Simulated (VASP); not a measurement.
# Si8AuO16 (a cell with a defect) in VASP: relaxation of the atoms with PBE

Aim: the relaxation of the atoms of Si8AuO16 (a cell with a defect) with PBE.

Everything below comes from runs of VASP 6.6.1. Logs are shortened: lines on timing, memory, paths and dates and some standing lists are left out, and cuts for length are marked.

## Step 1: The cell of the first run

The cell holds a defect, 25 atoms: a = 5.804 Å, b = 5.804 Å, c = 5.283 Å, α = 90.00°, β = 90.00°, γ = 90.00°.

## Step 2: Relaxation of the atoms, PBE, collinear spin

INCAR reads:

```
PREC = Accurate
ENCUT = 520
EDIFF = 1E-7
ISMEAR = 0
SIGMA = 0.05
LREAL = Auto
LASPH = True
NELM = 150
ALGO = Normal
ISIF = 2
LWAVE = False
LCHARG = False
ISPIN = 2
MAGMOM = 0 0 0 0 0 0 0 0 0 0 0 0 0 0 0 0 0 0 0 0 0 0 0 0 1
LORBIT = 11
LMAXMIX = 4
GGA = PE
IBRION = 2
NSW = 80
EDIFFG = -0.03
KPAR = 2
```

KPOINTS reads:

```
regular mesh
0
Gamma
  2 2 2
```

POSCAR reads:

```
Si8AuO16
1.0
   -4.1043000000     -4.1043000000      0.0000000000
    4.1043000000     -4.1043000000      0.0000000000
    0.0000000000      0.0000000000      5.2834000000
Si O Au
8 16 1
Direct
    0.5000000000      0.5000000000      0.0000000000
    0.0000000000      0.5000000000      0.2500000000
    0.5000000000      0.5000000000      0.5000000000
    0.0000000000      0.5000000000      0.7500000000
    0.0000000000      0.0000000000      0.0000000000
    0.5000000000      0.0000000000      0.2500000000
    0.0000000000      0.0000000000      0.5000000000
    0.5000000000      0.0000000000      0.7500000000
    0.1947000000      0.5000000000      0.0000000000
    0.0000000000      0.1947000000      0.2500000000
    0.8053000000      0.5000000000      0.0000000000
    0.0000000000      0.8053000000      0.2500000000
    0.1947000000      0.5000000000      0.5000000000
    0.0000000000      0.1947000000      0.7500000000
    0.8053000000      0.5000000000      0.5000000000
    0.0000000000      0.8053000000      0.7500000000
    0.6947000000      0.0000000000      0.0000000000
    0.5000000000      0.6947000000      0.2500000000
    0.3053000000      0.0000000000      0.0000000000
    0.5000000000      0.3053000000      0.2500000000
    0.6947000000      0.0000000000      0.5000000000
    0.5000000000      0.6947000000      0.7500000000
    0.3053000000      0.0000000000      0.5000000000
    0.5000000000      0.3053000000      0.7500000000
    0.2533195000      0.2419897000      0.8814526000
```

Potentials or basis: VASP PAW PBE potentials, release 64 (Si, O, Au).

Launch:

```console
cat potpaw_PBE.64/Si/POTCAR potpaw_PBE.64/O/POTCAR potpaw_PBE.64/Au/POTCAR > POTCAR
mpirun -np 4 vasp_std > vasp.out
```

OUTCAR:

```text
PREC = Accurate
   ENCUT = 520
   EDIFF = 1E-7
   ISMEAR = 0
   LREAL = Auto
   LASPH = True
   NELM = 150
   ISIF = 2
   ISPIN = 2
   LORBIT = 11
   GGA = PE
   IBRION = 2
   NSW = 80
   EDIFFG = -0.03

 ion  position               nearest neighbor table
   1  0.500  0.500  0.000-  18 1.74  20 1.74  22 1.74  24 1.74   9 1.77  11 1.77  25 2.16   3 2.64
                             3 2.64
   2  0.000  0.500  0.250-   9 1.74  11 1.74  13 1.74  15 1.74  10 1.77  12 1.77   4 2.64   4 2.64
                            25 2.86
   3  0.500  0.500  0.500-  18 1.74  20 1.74  22 1.74  24 1.74  13 1.77  15 1.77   1 2.64   1 2.64
                            25 2.89
   4  0.000  0.500  0.750-   9 1.74  11 1.74  13 1.74  15 1.74  14 1.77  16 1.77  25 2.21   2 2.64
                             2 2.64
   5  0.000  0.000  0.000-  10 1.74  12 1.74  14 1.74  16 1.74  17 1.77  19 1.77  25 2.13   7 2.64
                             7 2.64
   6  0.500  0.000  0.250-  17 1.74  19 1.74  21 1.74  23 1.74  18 1.77  20 1.77   8 2.64   8 2.64
                            25 2.80
   7  0.000  0.000  0.500-  10 1.74  12 1.74  14 1.74  16 1.74  21 1.77  23 1.77   5 2.64   5 2.64
                            25 2.86
   8  0.500  0.000  0.750-  17 1.74  19 1.74  21 1.74  23 1.74  22 1.77  24 1.77  25 2.12   6 2.64
                             6 2.64
   9  0.195  0.500  0.000-  25 1.66   4 1.74   2 1.74   1 1.77
  10  0.000  0.195  0.250-   5 1.74   7 1.74   2 1.77  25 2.46
  11  0.805  0.500  0.000-   2 1.74   4 1.74   1 1.77
  12  0.000  0.805  0.250-   5 1.74   7 1.74   2 1.77
  13  0.195  0.500  0.500-   2 1.74   4 1.74   3 1.77  25 2.53
  14  0.000  0.195  0.750-  25 1.65   7 1.74   5 1.74   4 1.77
  15  0.805  0.500  0.500-   2 1.74   4 1.74   3 1.77
  16  0.000  0.805  0.750-   5 1.74   7 1.74   4 1.77
  17  0.695  0.000  0.000-   6 1.74   8 1.74   5 1.77
  18  0.500  0.695  0.250-   1 1.74   3 1.74   6 1.77
  19  0.305  0.000  0.000-  25 1.57   8 1.74   6 1.74   5 1.77
  20  0.500  0.305  0.250-   1 1.74   3 1.74   6 1.77  25 2.44
  21  0.695  0.000  0.500-   6 1.74   8 1.74   7 1.77
  22  0.500  0.695  0.750-   1 1.74   3 1.74   8 1.77
  23  0.305  0.000  0.500-   6 1.74   8 1.74   7 1.77  25 2.47
  24  0.500  0.305  0.750-  25 1.63   3 1.74   1 1.74   8 1.77
  25  0.253  0.242  0.881-  19 1.57  24 1.63  14 1.65   9 1.66   8 2.12   5 2.13   1 2.16   4 2.21
                            20 2.44  10 2.46  23 2.47  13 2.53   6 2.80   2 2.86   7 2.86   3 2.89

  LATTYP: Found a simple tetragonal cell.
 ALAT       =     5.8043567240
 C/A-ratio  =     0.9102472937

  Lattice vectors:

 A1 = (  -4.1043000000,  -4.1043000000,   0.0000000000)
 A2 = (   4.1043000000,  -4.1043000000,   0.0000000000)
 A3 = (   0.0000000000,   0.0000000000,   5.2834000000)

Analysis of symmetry for initial positions (statically):
=====================================================================
 Subroutine PRICEL returns:
 Original cell was already a primitive cell.

 Routine SETGRP: Setting up the symmetry group for a
 simple tetragonal supercell.

 Subroutine GETGRP returns: Found  1 space group operations
 (whereof  1 operations were pure point group operations)
 out of a pool of 16 trial point group operations.

The static configuration has the point symmetry C_1 .

Analysis of symmetry for dynamics (positions and initial velocities):
=====================================================================
 Subroutine PRICEL returns:
 Original cell was already a primitive cell.

 Routine SETGRP: Setting up the symmetry group for a
 simple tetragonal supercell.

 Subroutine GETGRP returns: Found  1 space group operations
 (whereof  1 operations were pure point group operations)
 out of a pool of 16 trial point group operations.

The dynamic configuration has the point symmetry C_1 .

Analysis of structural, dynamic, and magnetic symmetry:
=====================================================================
 Subroutine PRICEL returns:
 Original cell was already a primitive cell.

 Routine SETGRP: Setting up the symmetry group for a
 simple tetragonal supercell.

 Subroutine GETGRP returns: Found  1 space group operations
 (whereof  1 operations were pure point group operations)
 out of a pool of 16 trial point group operations.

The overall configuration has the point symmetry C_1 .

 Subroutine INISYM returns: Found  1 space group operations
[... 128 lines left out ...]
   EDIFFG = -.3E-01   stopping-criterion for IOM
   NSW    =     80    number of steps for IOM
   IBRION =      2    ionic relax: 0-MD 1-quasi-New 2-CG
   NFREE  =      1    steps in history (QN), initial steepest desc. (CG)
   ISIF   =      2    stress and relaxation
   ISYM   =      2    0-nonsym 1-usesym 2-fastsym
   POTIM  = 0.5000    time-step for ionic-motion
   TEBEG  =    0.0;   TEEND  =   0.0 temperature during run
   PSTRESS=    0.0 pullay stress
   NELECT =     139.0000    total number of electrons
   NUPDOWN=      -1.0000    fix difference up-down
   EMIN   =  10.00;   EMAX   =-10.00  energy-range for DOS
   EFERMI =   0.00;   METHOD = LEGACY
   ISMEAR =     0;   SIGMA  =   0.05  broadening in eV -4-tet -1-fermi 0-gaus
   EFERMI_NEDOS =   21; number of points for ismear=-14 and -15
   IALGO  =     38    algorithm
   IMIX   =      4    mixing-type and parameters
     AMIX     =   0.40;   BMIX     =  1.00
     AMIX_MAG =   1.60;   BMIX_MAG =  1.00
  volume/ion in A,a.u.               =       7.12        48.05
  Fermi-wavevector in a.u.,A,eV,Ry     =   1.507553  2.848862 30.922172  2.272715
  Thomas-Fermi vector in A             =   2.618124
   LORBIT       =     11    0 simple, 1 ext, 2 COOP (PROOUT), +10 PAW based schemes
   GGA     = PE    functional components
   LHFCALC =     F    Hartree Fock is set to
   AEXX    =    0.0000 exact exchange contribution
   IVDW    =     0    specifies the selected vdW correction
   LEPSILON=     F    determine dielectric tensor
   LRPA    =     F    only Hartree local field effects (RPA)
 conjugate gradient relaxation of ions
 spin polarized calculation
 Gauss-broadening in eV      SIGMA  =   0.05
  energy-cutoff  :      520.00
  volume of cell :      178.00
 maximum number of plane-waves:      4808
 NGX is ok and might be reduce to    48
   NGX = 21   NGY = 21   NGZ = 19

--------------------------------------- Ionic step        1  -------------------------------------------

 number of electron     138.9999973 magnetization       0.0000118

 number of electron     138.9999973 magnetization      -0.0000096

 Free energy of the ion-electron system (eV)
  ---------------------------------------------------
  ext. energy  EPLUGINS =         0.00000000
  ---------------------------------------------------
  free energy    TOTEN  =      -144.42578358 eV

  energy without entropy =     -144.42578356  energy(sigma->0) =     -144.42578357

------------------------ aborting loop because EDIFF is reached ----------------------------------------

  FORCE on cell =-STRESS in cart. coord.  units (eV):
  Direction    XX          YY          ZZ          XY          YZ          ZX
  --------------------------------------------------------------------------------------
  -------------------------------------------------------------------------------------
  Total      147.9953502    145.6487213    117.3618738     -2.9834884      5.0106908     -4.1897880
  in kB     1332.1004358   1310.9785194   1056.3696966    -26.8542636     45.1010344    -37.7121203
  external PRESSURE =    1233.1495506 kB  Pullay stress =       0.0000000 kB
[... 162 lines left out ...]
  FREE ENERGIE OF THE ION-ELECTRON SYSTEM (eV)
  ---------------------------------------------------
  free  energy   TOTEN  =      -164.8512581617 eV

  energy  without entropy=     -164.8505408234  energy(sigma->0) =     -164.85089949

[... ionic steps 4 to 27 ...]

--------------------------------------- Ionic step       28  -------------------------------------------

 number of electron     138.9999999 magnetization      -0.0000000

 number of electron     138.9999999 magnetization       0.0000000
[... 119 lines left out ...]
 number of electron     138.9999999 magnetization      -0.0000000

 number of electron     138.9999999 magnetization       0.0000000

 Free energy of the ion-electron system (eV)
  ---------------------------------------------------
  ext. energy  EPLUGINS =         0.00000000
  ---------------------------------------------------
  free energy    TOTEN  =      -167.22863509 eV

  energy without entropy =     -167.22525265  energy(sigma->0) =     -167.22694387

 E-fermi :  14.2041     XC(G=0): -13.0825

 val. band max:       14.1610763698   @ k =   0.5000   0.5000   0.0000
 cond. band min:      14.2470456579   @ k =   0.0000   0.0000   0.5000
 fundamental gap:      0.0859692881
 Fermi energy:        14.2041015076

 spin component 1

 k-point     1 :       0.0000    0.0000    0.0000
  band No.  band energies     occupation
      1     -13.2315      1.00000
      2     -11.1619      1.00000
      3     -11.1612      1.00000
      4     -10.4137      1.00000
      5     -10.2630      1.00000
      6      -9.9848      1.00000
[... 661 lines left out ...]
     80      20.6300      0.00000
     81      20.8339      0.00000
 Fermi energy:        14.2041015076

 spin component 2

 k-point     1 :       0.0000    0.0000    0.0000
  band No.  band energies     occupation
      1     -13.2315      1.00000
      2     -11.1619      1.00000
      3     -11.1612      1.00000
      4     -10.4137      1.00000
      5     -10.2630      1.00000
      6      -9.9848      1.00000
[... 661 lines left out ...]
     80      20.6300      0.00000
     81      20.8339      0.00000
 [bands above 81 left out]

------------------------ aborting loop because EDIFF is reached ----------------------------------------

  FORCE on cell =-STRESS in cart. coord.  units (eV):
  Direction    XX          YY          ZZ          XY          YZ          ZX
  --------------------------------------------------------------------------------------
  -------------------------------------------------------------------------------------
  Total       83.6097659     83.5951648     81.8193650     -0.0190288      0.2740841     -0.2612354
  in kB      752.5682759    752.4368519    736.4529467     -0.1712776      2.4670204     -2.3513698
  external PRESSURE =     747.1526915 kB  Pullay stress =       0.0000000 kB
[... 40 lines left out ...]
  FREE ENERGIE OF THE ION-ELECTRON SYSTEM (eV)
  ---------------------------------------------------
  free  energy   TOTEN  =      -167.2286350938 eV

  energy  without entropy=     -167.2252526523  energy(sigma->0) =     -167.22694387

 reached required accuracy - stopping structural energy minimisation

 total charge

# of ion       s       p       d       tot
------------------------------------------
    1        0.621   0.934   0.000   1.555
    2        0.616   0.984   0.000   1.599
    3        0.616   0.985   0.000   1.601
    4        0.619   0.931   0.000   1.550
    5        0.622   0.933   0.000   1.555
    6        0.616   0.983   0.000   1.599
[... 17 lines left out ...]
   24        1.596   3.648   0.000   5.245
   25        0.811   0.717   9.063  10.591
--------------------------------------------------
tot         30.900  68.098   9.063 108.061

 magnetization (x)

# of ion       s       p       d       tot
------------------------------------------
    1        0.000   0.000   0.000   0.000
    2       -0.000  -0.000   0.000  -0.000
    3       -0.000   0.000   0.000   0.000
    4        0.000   0.000   0.000   0.000
    5        0.000   0.000   0.000   0.000
    6        0.000   0.000   0.000   0.000
[... 17 lines left out ...]
   24        0.000   0.000   0.000   0.000
   25        0.000  -0.000  -0.000   0.000
--------------------------------------------------
tot          0.000   0.000  -0.000   0.000
```

Run time: 32 min. Hardware: 4 MPI ranks of Intel Xeon Platinum 8488C (Sapphire Rapids), shared host; peak memory 0.31 GiB.

Results:

| Property | Result |
| --- | --- |
| Free energy | -167.2286 eV |
| Pressure after relaxing | 74.7 GPa |
| Largest force after relaxing | 0.029 eV/Å |
| Net moment | 0.00 μB per cell |
| Valence electrons inside the program's atomic spheres | Si 1.55, 1.60, 1.56 (each value once); O 5.24, 5.26, 5.34, 5.37, 5.25 (each value once); Au 10.59 |

Forces on the atoms (eV/Å):
```
Si  -0.003 -0.016  0.018
Si   0.001 -0.002 -0.008
Si  -0.002 -0.010  0.003
Si   0.025 -0.002 -0.001
Si   0.006  0.011  0.003
Si   0.002 -0.009  0.009
Si  -0.007  0.004 -0.001
Si  -0.002  0.002 -0.012
O   -0.002 -0.015  0.007
O   -0.006 -0.004 -0.006
O   -0.001 -0.011  0.001
O   -0.007 -0.007 -0.008
O    0.001  0.008 -0.005
O    0.000 -0.002  0.010
O   -0.005  0.010  0.010
O    0.001  0.006 -0.003
O   -0.001  0.010  0.003
O    0.001  0.004  0.005
O    0.014 -0.005 -0.025
O   -0.004  0.015 -0.012
O    0.001  0.001  0.000
O   -0.020  0.002 -0.006
O    0.006 -0.006  0.012
O   -0.013  0.011  0.002
Au   0.014  0.005  0.003
```

Stress tensor (GPa, compression positive):
```
75.26 -0.02 -0.24
-0.02 75.24  0.25
-0.24  0.25 73.65
```

Final structure:
```cif
data_structure
_symmetry_space_group_name_H-M 'P 1'
_symmetry_Int_Tables_number 1
_cell_length_a 5.8044
_cell_length_b 5.8044
_cell_length_c 5.2834
_cell_angle_alpha 90.000
_cell_angle_beta 90.000
_cell_angle_gamma 90.000
_cell_volume 178.00
loop_
_atom_site_label
_atom_site_type_symbol
_atom_site_fract_x
_atom_site_fract_y
_atom_site_fract_z
_atom_site_occupancy
Si1 Si 0.52835 0.49929 0.00661 1
Si2 Si 0.00303 0.51514 0.25625 1
Si3 Si 0.51553 0.49698 0.49419 1
Si4 Si 0.00052 0.52707 0.74343 1
Si5 Si 0.97275 0.99978 0.00755 1
Si6 Si 0.49686 0.98435 0.25603 1
Si7 Si 0.98481 0.00320 0.49454 1
Si8 Si 0.50004 0.97138 0.74341 1
O1 O 0.19626 0.56873 0.03242 1
O2 O 0.98059 0.20572 0.25915 1
O3 O 0.81748 0.50588 0.99961 1
O4 O 0.97215 0.81521 0.25364 1
O5 O 0.20590 0.51885 0.49161 1
O6 O 0.92981 0.19818 0.71594 1
O7 O 0.81570 0.52810 0.49717 1
O8 O 0.99398 0.81727 0.75101 1
O9 O 0.68295 0.99410 0.99947 1
O10 O 0.52760 0.68395 0.25290 1
O11 O 0.30239 0.92721 0.03546 1
O12 O 0.51950 0.29413 0.25932 1
O13 O 0.68440 0.97273 0.49732 1
O14 O 0.50568 0.68271 0.75096 1
O15 O 0.29422 0.97993 0.49097 1
O16 O 0.57133 0.30434 0.71727 1
Au1 Au 0.25148 0.24776 0.87523 1
```

Levels at points of the mesh, in eV from the Fermi level:
Spin up:
| k point | band 67 | band 68 | band 69 | band 70 | band 71 | band 72 |
| --- | --- | --- | --- | --- | --- | --- |
| (0.00, 0.00, 0.00) | -3.88 | -3.87 | -3.47 | -0.60 | 1.78 | 1.78 |
| (0.50, 0.00, 0.00) | -4.64 | -4.04 | -3.38 | -0.12 | 1.74 | 1.89 |
| (0.00, 0.50, 0.00) | -4.64 | -4.04 | -3.38 | -0.12 | 1.74 | 1.89 |
| (0.50, 0.50, 0.00) | -4.81 | -4.57 | -3.02 | -0.04 | 2.02 | 2.02 |
| (0.00, 0.00, 0.50) | -3.70 | -3.70 | -3.30 | 0.04 | 2.35 | 2.35 |
| (0.50, 0.00, 0.50) | -4.36 | -3.65 | -2.99 | 0.26 | 2.19 | 2.44 |
| (0.00, 0.50, 0.50) | -4.36 | -3.65 | -2.99 | 0.26 | 2.19 | 2.44 |
| (0.50, 0.50, 0.50) | -4.58 | -4.58 | -2.74 | 0.53 | 2.40 | 2.40 |
Spin down:
```
           k point  band 66  band 67  band 68  band 69  band 70  band 71  band 72  band 73
(0.00, 0.00, 0.00)    -4.94    -3.88    -3.87    -3.47    -0.60     1.78     1.78     2.51
(0.50, 0.00, 0.00)    -4.67    -4.64    -4.04    -3.38    -0.12     1.74     1.89     3.03
(0.00, 0.50, 0.00)    -4.67    -4.64    -4.04    -3.38    -0.12     1.74     1.89     3.03
(0.50, 0.50, 0.00)    -4.82    -4.81    -4.57    -3.02    -0.04     2.02     2.02     3.35
(0.00, 0.00, 0.50)    -4.31    -3.70    -3.70    -3.30     0.04     2.35     2.35     3.77
(0.50, 0.00, 0.50)    -4.67    -4.36    -3.65    -2.99     0.26     2.19     2.44     3.80
(0.00, 0.50, 0.50)    -4.68    -4.36    -3.65    -2.99     0.26     2.19     2.44     3.80
(0.50, 0.50, 0.50)    -4.70    -4.58    -4.58    -2.74     0.53     2.40     2.40     4.04
```

Caveat: the k points lie up to 0.59 Å⁻¹ apart; spin-orbit coupling is left out, which moves the levels of the heavy elements.
